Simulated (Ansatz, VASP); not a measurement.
IrC in VASP and in Ansatz

```
Ir C
1.0
     3.23402    0.00000    0.00000
    -1.61701    2.80074    0.00000
     0.00000    0.00000    5.48490
Ir C
2 2
Direct
  0.33333 0.66667 0.00381
  0.66667 0.33333 0.50381
  0.33333 0.66667 0.37219
  0.66667 0.33333 0.87219
```

Alike in both runs: functional PBE; k mesh 12 × 12 × 6; occupations fermi-dirac, width 0.05 eV; no spin polarisation.

Ansatz relaxed the structure, and its values are those at the end. VASP's run is a single point on that final structure, the one shown.

```csv
,VASP,Ansatz
version,VASP 6.6.1,Ansatz 0.2.0
potentials or method,"VASP PAW PBE potentials, release 64 (Ir_sv_GW, C)","PAW with Ansatz's default frozen-core files, scalar-relativistic"
plane-wave cutoff (eV),600,420
valence electrons in the cell,42,42
```

```tsv
	VASP	Ansatz	Ansatz less VASP
pressure (GPa)	-0.6	0.0	+0.56
```

Spin-orbit coupling is off throughout.
